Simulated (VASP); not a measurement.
Set up this calculation in VASP 6.6.1, as the native input.

```
Task                   : single point
Functional             : PBE
Potentials or basis    : VASP PAW PBE potentials, release 64 (Ba_sv, Ti_sv, O)
Cutoff                 : 520 eV
k mesh                 : 6 × 6 × 6
Occupations            : gaussian, width 0.01 eV
Spin                   : no spin polarisation
Hubbard terms          : Ti d U = 4.5 eV
Dipole correction      : no
Further INCAR settings : ALGO = Normal; EDIFF = 1e-06; NBANDS = 28
```

The structure of BaTiO3 lies in POSCAR:

```
BaTiO3
1.0
    3.9998000000      0.0000000000      0.0000000000
    0.0000000000      3.9998000000      0.0000000000
    0.0000000000      0.0000000000      4.0180000000
Ba Ti O
1 1 3
Direct
    0.0000000000      0.0000000000      0.0000000000
    0.5000000000      0.5000000000      0.4900000000
    0.5000000000      0.5000000000      0.0190000000
    0.5000000000      0.0000000000      0.5170000000
    0.0000000000      0.5000000000      0.5170000000
```

These files were run (other wordings do the same):

INCAR

```
PREC = Accurate ; ENCUT = 520
EDIFF = 1E-6 ; ISMEAR = 0
SIGMA = 0.01 ; LREAL = False
LASPH = True ; NELM = 150
ALGO = Normal ; ISIF = 2
LWAVE = False ; LCHARG = True
LMAXMIX = 4 ; LDAU = True
LDAUTYPE = 2 ; LDAUL = -1 2 -1
LDAUU = 0 4.5 0 ; LDAUJ = 0 0 0
LDAUPRINT = 1 ; GGA = PE
LELF = True ; LVHAR = True
NBANDS = 28
```

KPOINTS

```
regular mesh
0
Gamma
  6 6 6
```

Potentials or basis: VASP PAW PBE potentials, release 64 (Ba_sv, Ti_sv, O).

Launch:

```bash
$ cat potpaw_PBE.64/Ba_sv/POTCAR potpaw_PBE.64/Ti_sv/POTCAR potpaw_PBE.64/O/POTCAR > POTCAR
$ mpirun -np 1 vasp_std > vasp.out
```

Results of the run:

| Property | Result |
| --- | --- |
| Pressure | 7.9 GPa |
| Largest force | 0.544 eV/Å |
| Band gap on the k mesh | 2.31 eV, indirect (least direct gap 2.63 eV) |

Caveat: spin-orbit coupling is left out, which moves the levels of the heavy elements.

It took 69 s on 1 thread of Intel Xeon 6975P-C, with other jobs on the host, peak memory 0.22 GiB.
